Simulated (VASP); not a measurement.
# HfB2 (P6/mmm) in VASP: elastic constants with PBEsol

Aim: the elastic constants of HfB2 with PBEsol.

All numbers are computed with VASP 6.6.1; they aren't measurements. Logs are shortened: lines on timing, memory, paths and dates and some standing lists are left out, and cuts for length are marked.

**1. The cell of the first run**

The structure is hexagonal, space group P6/mmm (No. 191). The conventional cell has a = 3.128 Å, b = 3.128 Å, c = 3.446 Å, α = 90.00°, β = 90.00°, γ = 120.00°. Within 3.3 Å of Hf (site symmetry 6/mmm) lie 12 B at 2.50 Å and 6 Hf at 3.13 Å. B (site symmetry -6m2) has 3 B at 1.81 Å within 2.4 Å.

**2. Elastic constants, PBEsol**

Contents of INCAR:

```
PREC = Accurate
ENCUT = 600
EDIFF = 1E-8
ISMEAR = -1
SIGMA = 0.08
LREAL = F
LASPH = T
NELM = 60
ALGO = Normal
ISIF = 3
LWAVE = F
LCHARG = F
GGA = PS
IBRION = 6
NFREE = 2
POTIM = 0.015
NSW = 1
```

Contents of KPOINTS:

```
regular mesh
0
Gamma
  16 16 12
```

Contents of POSCAR:

```
HfB2
1.0
    3.1278077826      0.0000000000      0.0000000000
   -1.5639038913      2.7087609979      0.0000000000
    0.0000000000      0.0000000000      3.4462501325
Hf B
1 2
Direct
    0.0000000000      0.0000000000      0.0000000000
    0.3333333333      0.6666666667      0.5000000000
    0.6666666667      0.3333333333      0.5000000000
```

Potentials or basis: VASP PAW PBE potentials, release 64 (Hf_pv, B).

On the command line:

```
> cat potpaw_PBE.64/Hf_pv/POTCAR potpaw_PBE.64/B/POTCAR > POTCAR
> mpirun -np 1 vasp_std > vasp.out
```

OUTCAR:

```text
PREC = Accurate
   ENCUT = 600
   EDIFF = 1E-8
   ISMEAR = -1
   LREAL = F
   LASPH = T
   NELM = 60
   ISIF = 3
   GGA = PS
   IBRION = 6
   NFREE = 2
   POTIM = 0.015
   NSW = 1

 ion  position               nearest neighbor table
   1  0.000  0.000  0.000-   2 2.50   3 2.50   2 2.50   3 2.50   3 2.50   3 2.50   2 2.50   2 2.50
                             3 2.50   3 2.50   2 2.50   2 2.50
   2  0.333  0.667  0.500-   3 1.81   3 1.81   3 1.81   1 2.50   1 2.50   1 2.50   1 2.50   1 2.50
                             1 2.50
   3  0.667  0.333  0.500-   2 1.81   2 1.81   2 1.81   1 2.50   1 2.50   1 2.50   1 2.50   1 2.50
                             1 2.50

  LATTYP: Found a hexagonal cell.
 ALAT       =     3.1278077826
 C/A-ratio  =     1.1018100766

  Lattice vectors:

 A1 = (   3.1278077826,   0.0000000000,   0.0000000000)
 A2 = (  -1.5639038913,   2.7087609979,   0.0000000000)
 A3 = (   0.0000000000,   0.0000000000,   3.4462501325)

Analysis of symmetry for initial positions (statically):
=====================================================================
 Subroutine PRICEL returns:
 Original cell was already a primitive cell.

 Routine SETGRP: Setting up the symmetry group for a
 hexagonal supercell.

 Subroutine GETGRP returns: Found 24 space group operations
 (whereof 24 operations were pure point group operations)
 out of a pool of 24 trial point group operations.

The static configuration has the point symmetry D_6h.

Analysis of symmetry for dynamics (positions and initial velocities):
=====================================================================
 Subroutine PRICEL returns:
 Original cell was already a primitive cell.

 Routine SETGRP: Setting up the symmetry group for a
 hexagonal supercell.

 Subroutine GETGRP returns: Found 24 space group operations
 (whereof 24 operations were pure point group operations)
 out of a pool of 24 trial point group operations.

The dynamic configuration has the point symmetry D_6h.

 Subroutine INISYM returns: Found 24 space group operations
 (whereof 24 operations are pure point group operations),
 and found     1 'primitive' translations

----------------------------------------------------------------------------------------

                                     Primitive cell

  volume of cell :      29.1983

  direct lattice vectors                    reciprocal lattice vectors
     3.127807783  0.000000000  0.000000000     0.319712741  0.184586237  0.000000000
    -1.563903891  2.708760998  0.000000000     0.000000000  0.369172474  0.000000000
     0.000000000  0.000000000  3.446250132     0.000000000  0.000000000  0.290170464

  length of vectors
     3.127807783  3.127807783  3.446250132     0.369172474  0.369172474  0.290170464

  position of ions in fractional coordinates (direct lattice)
     0.000000000  0.000000000  0.000000000
     0.333333333  0.666666667  0.500000000
     0.666666667  0.333333333  0.500000000

  ion indices of the primitive-cell ions
   primitive index   ion index
                 1           1
                 2           2
                 3           3

----------------------------------------------------------------------------------------

 KPOINTS: regular mesh

Automatic generation of k-mesh.
 Grid dimensions read from file:
[... 117 lines left out ...]

  FORCE on cell =-STRESS in cart. coord.  units (eV):
  Direction    XX          YY          ZZ          XY          YZ          ZX
  --------------------------------------------------------------------------------------
  -------------------------------------------------------------------------------------
  Total       -0.0380958     -0.0380958      0.0239616      0.0000000      0.0000000      0.0000000
  in kB       -2.0904045     -2.0904045      1.3148251      0.0000000      0.0000000      0.0000000
  external PRESSURE =      -0.9553280 kB  Pullay stress =       0.0000000 kB
[... 92 lines left out ...]
  FREE ENERGIE OF THE ION-ELECTRON SYSTEM (eV)
  ---------------------------------------------------
  free  energy   TOTEN  =       -27.8579178819 eV

  energy  without entropy=      -27.8527653039  energy(sigma->0) =      -27.85534159

[... ionic steps 4 to 18 ...]

--------------------------------------- Ionic step       19  -------------------------------------------

 number of electron      16.0000001 magnetization

------------------------ aborting loop because EDIFF is reached ----------------------------------------
[... 69 lines left out ...]
--------------------------------------- Ionic step       21  -------------------------------------------

 number of electron      16.0000001 magnetization

 Free energy of the ion-electron system (eV)
  ---------------------------------------------------
  ext. energy  EPLUGINS =         0.00000000
  ---------------------------------------------------
  free energy    TOTEN  =       -27.86947261 eV

  energy without entropy =      -27.86418090  energy(sigma->0) =      -27.86682676

 E-fermi :   7.7178     XC(G=0): -12.7643

 val. band max:        7.6633626840   @ k =   0.1250   0.1250   0.2500
 cond. band min:       7.7184281746   @ k =   0.0625   0.0625   0.5000
 fundamental gap:      0.0550654906
 Fermi energy:         7.7178471631

 k-point     1 :       0.0000    0.0000    0.0000
  band No.  band energies     occupation
      1     -22.8199      2.00000
      2     -22.3005      2.00000
      3     -22.3005      2.00000
      4      -6.1306      2.00000
      5       4.6257      2.00000
      6       4.7218      2.00000
      7       4.7218      2.00000
      8       5.0034      2.00000
      9      11.7649      0.00000
     10      11.7649      0.00000
     11      12.5018      0.00000
     12      12.5018      0.00000
[... 331 lines left out ...]
 k-point    24 :       0.2500    0.1875    0.0000
  band No.  band energies     occupation
      1     -22.9280      2.00000
      2     -22.6947      2.00000
      3     -22.5652      2.00000
      4      -3.3683      2.00000
      5       0.7915      2.00000
      6       2.3486      2.00000
      7       3.9573      2.00000
      8       7.1925      1.99719
      9       7.8472      0.33137
     10       9.1006      0.00000
     11      13.8347      0.00000
     12      14.5824      0.00000

 [... further k-points ...]
[... 5 lines left out ...]
  --------------------------------------------------------------------------------------
  -------------------------------------------------------------------------------------
  Total       -0.0352550     -0.0352550      0.0259012      0.0000000      0.0000000      0.0000000
  in kB       -1.9345197     -1.9345197      1.4212562      0.0000000      0.0000000      0.0000000
  external PRESSURE =      -0.8159277 kB  Pullay stress =       0.0000000 kB
[... 18 lines left out ...]
  FREE ENERGIE OF THE ION-ELECTRON SYSTEM (eV)
  ---------------------------------------------------
  free  energy   TOTEN  =       -27.8694726124 eV

  energy  without entropy=      -27.8641808982  energy(sigma->0) =      -27.86682676

 INTERNAL STRAIN TENSORS FROM STRAINED CELLS
 ============================================

 INTERNAL STRAIN TENSOR FOR ION    1 for displacements in x,y,z  (eV/Angst):
          X           Y           Z          XY          YZ          ZX
  --------------------------------------------------------------------------------
  x    -0.00000     0.00000    -0.00000    -0.00000     0.00000    -0.00000
  y     0.00000    -0.00000     0.00000    -0.00000     0.00000     0.00000
  z     0.00000     0.00000     0.00000     0.00000     0.00000     0.00000

 INTERNAL STRAIN TENSORS FROM DISPLACED ATOMS
 ============================================

 INTERNAL STRAIN TENSOR FOR ION    1 for displacements in x,y,z  (eV/Angst):
          X           Y           Z          XY          YZ          ZX
  --------------------------------------------------------------------------------
  x     0.00000     0.00000     0.00000     0.00000     0.00000     0.00000
  y     0.00000     0.00000     0.00000     0.00000     0.00000     0.00000
  z     0.00000     0.00000     0.00000     0.00000     0.00000     0.00000

 INTERNAL STRAIN TENSOR FOR ION    3 for displacements in x,y,z  (eV/Angst):
          X           Y           Z          XY          YZ          ZX
  --------------------------------------------------------------------------------
  x     0.00000     0.00000     0.00000    -0.60720     0.00000     0.00000
  y    -0.60720     0.60720     0.00000     0.00000     0.00000     0.00000
  z     0.00000     0.00000     0.00000     0.00000     0.00000     0.00000

 Eigenvectors and eigenvalues of the dynamical matrix
 ----------------------------------------------------

   1 f  =   24.649317 THz   154.876224 2PiTHz  822.212699 cm-1   101.941336 meV
             X         Y         Z           dx          dy          dz
      0.000000  0.000000  0.000000     0.000000    0.000000   -0.000000
     -0.000000  1.805841  1.723125    -0.000034   -0.707107    0.000000
      1.563904  0.902920  1.723125     0.000034    0.707107   -0.000000
[... 43 lines left out ...]
   9 f/i=    0.000601 THz     0.003778 2PiTHz    0.020055 cm-1     0.002486 meV
             X         Y         Z           dx          dy          dz
      0.000000  0.000000  0.000000    -0.000000   -0.000000   -0.944418
     -0.000000  1.805841  1.723125    -0.000000   -0.000000   -0.232460
      1.563904  0.902920  1.723125    -0.000000   -0.000000   -0.232460

--------------------------------------------------------------------------------------------------------

 ELASTIC MODULI CONTR FROM IONIC RELAXATION (kBar)
 Direction    XX          YY          ZZ          XY          YZ          ZX
 --------------------------------------------------------------------------------
 XX          -1.5055      1.5055      0.0000     -0.0000      0.0000      0.0000
 YY           1.5055     -1.5055     -0.0000      0.0000      0.0000      0.0000
 ZZ           0.0000     -0.0000     -0.0000      0.0000      0.0000      0.0000
 XY          -0.0000      0.0000      0.0000     -1.5055      0.0000      0.0000
 YZ           0.0000      0.0000      0.0000      0.0000      0.0000      0.0000
 ZX           0.0000      0.0000      0.0000      0.0000      0.0000      0.0000
 --------------------------------------------------------------------------------

 TOTAL ELASTIC MODULI (kBar)
 Direction    XX          YY          ZZ          XY          YZ          ZX
 --------------------------------------------------------------------------------
 XX        6268.9539    638.0529   1345.9855     -0.0000     -0.0000      0.0000
 YY         638.0529   6268.9539   1345.9855      0.0000     -0.0000     -0.0000
 ZZ        1345.9855   1345.9855   4753.8763      0.0000      0.0000      0.0000
 XY          -0.0000      0.0000      0.0000   2815.4505      0.0000      0.0000
 YZ           0.0000     -0.0000      0.0000      0.0000   2791.3081      0.0000
 ZX           0.0000      0.0000      0.0000      0.0000      0.0000   2791.3081
 --------------------------------------------------------------------------------
```

Run time: 78 min. Hardware: 1 thread of Oxide Virtual Turin-like, shared host; peak memory 0.78 GiB.

What came out:

```
Voigt bulk modulus            : 266 GPa
Highest phonon frequency at Γ : 822 cm⁻¹
```

Phonon frequencies in cm⁻¹ (negative: imaginary):
| q point | frequencies |
| --- | --- |
| (0.000, 0.000, 0.000) | 0 0 0 452 452 478 548 822 822 |

Elastic tensor in Voigt notation (GPa, in the Cartesian axes of the cell as first typed):
```
627  64 135   0   0   0
 64 627 135   0   0   0
135 135 475   0   0   0
  0   0   0 279   0   0
  0   0   0   0 279   0
  0   0   0   0   0 282
```

Clamped-ion elastic tensor (GPa):
```
627  64 135   0   0   0
 64 627 135   0   0   0
135 135 475   0   0   0
  0   0   0 279   0   0
  0   0   0   0 279   0
  0   0   0   0   0 282
```

Caveat: the PAW data sets were made with another functional, which shifts forces and pressure a little; spin-orbit coupling is left out, which moves the levels of the heavy elements.
